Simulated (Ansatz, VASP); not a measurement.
SnO2: VASP beside Ansatz

File INCAR:

```
  PREC = Accurate
  ENCUT = 600
  EDIFF = 1E-7
  ISMEAR = 0
  SIGMA = 0.01
  LREAL = F
  LASPH = T
  NELM = 120
  ALGO = Normal
  ISIF = 3
  LWAVE = F
  LCHARG = F
  GGA = PE
  IBRION = 2
  NSW = 80
  EDIFFG = -0.001
  GGA_COMPAT = F
  NELMIN = 4
```

File KPOINTS:

```
Automatic mesh
0
Gamma
  6 6 8
```

Contents of POSCAR:

```
SnO2
1.0
    4.8274195352      0.0000000000      0.0000000000
    0.0000000000      4.8274195352      0.0000000000
    0.0000000000      0.0000000000      3.2380692396
Sn O
2 4
Direct
    0.0000000000      0.0000000000      0.0000000000
    0.5000000000      0.5000000000      0.5000000000
    0.3065442698      0.3065442698      0.0000000000
    0.1934557302      0.8065442698      0.5000000000
    0.6934557302      0.6934557302      0.0000000000
    0.8065442698      0.1934557302      0.5000000000
```

Input for Ansatz:

```yaml
crystal:
  lattice:
    - [4.8274195352, 0.0, 0.0]
    - [0.0, 4.8274195352, 0.0]
    - [0.0, 0.0, 3.2380692396]
  atoms:
    - { symbol: Sn, position: [0.0, 0.0, 0.0] }
    - { symbol: Sn, position: [0.5, 0.5, 0.5] }
    - { symbol: O, position: [0.3065442698, 0.3065442698, 0.0] }
    - { symbol: O, position: [0.1934557302, 0.8065442698, 0.5] }
    - { symbol: O, position: [0.6934557302, 0.6934557302, 0.0] }
    - { symbol: O, position: [0.8065442698, 0.1934557302, 0.5] }
basis:
  ecutwfc: 420
kpoints:
  mp_grid: { grid: [6, 6, 8] }
hamiltonian:
  xc: pbe
scf:
  occupations: { method: fixed }
output:
  forces: true
  stress: true
  eigenvalues: true
relax:
  adjacent_minimum: "off"
  f_tol: 0.001
  max_steps: 60
  cell: { stress_tol: 0.01 }
```

Alike in both runs: task relaxation of cell and atoms; functional PBE; k mesh 6 × 6 × 8; no spin polarisation.

|  | VASP | Ansatz |
| --- | --- | --- |
| version | VASP 6.6.1 | Ansatz 0.2.0 |
| potentials or method | VASP PAW PBE potentials, release 64 (Sn_d, O), cutoff 600 eV | scalar-relativistic, plane waves, PAW |
| occupations | gaussian, width 0.01 eV | fixed |
| valence electrons in the cell | 52 | 52 |

VASP gave:

```
gap on the k mesh at the Fermi level, each at its own relaxed structure (eV) : 0.64
relaxed volume (Å³/atom)                                                     : 12.60
relaxed cell length with the largest relative difference (Å)                 : 3.242
```

Task: Which values does Ansatz return?

Result: gap on the k mesh at the Fermi level, each at its own relaxed structure (eV): 0.68; relaxed volume (Å³/atom): 12.58; relaxed cell length with the largest relative difference (Å): 3.238.
